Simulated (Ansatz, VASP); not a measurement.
## Cu: VASP beside Ansatz

```
CELL_PARAMETERS angstrom
-2.52059 0.00000 0.00000
0.00000 0.00000 -4.11652
0.00000 -4.36579 0.00000
ATOMIC_POSITIONS crystal
Cu 0.50000 0.75000 0.16667
Cu 0.00000 0.75000 0.66667
Cu 0.00000 0.25000 0.33333
Cu 0.50000 0.25000 0.83333
```

Alike in both runs: task single point; functional PBEsol; k mesh 14 × 8 × 8; occupations gaussian, width 0.15 eV; no spin polarisation.

|  | VASP | Ansatz |
| --- | --- | --- |
| version | VASP 6.6.1 | Ansatz 0.2.0 |
| potentials or method | VASP PAW PBE potentials, release 64 (Cu), cutoff 520 eV | scalar-relativistic, plane waves, PAW |
| valence electrons in the cell | 44 | 76 |

|  | VASP | Ansatz | Ansatz less VASP |
| --- | --- | --- | --- |
| gap on the k mesh at the Fermi level (eV) | none | none | - |
| pressure (GPa) | 0.7 | 0.0 | -0.65 |
| traceless stress, the component that is largest in VASP (GPa) | -0.96 | -0.98 | -0.024 |
| rms of the force components (eV/Å) | 0.005 | 0.004 | -0.0002 |

VASP's potentials were made for PBE, not for PBEsol. Atom by atom the forces differ by 0.000 eV/Å (rms over components). A gap of «none» marks a metal or a gap that the smearing closes. VASP's potentials hold 44 valence electrons a cell and Ansatz's 76, so a difference there can come from the potentials and not from the codes.
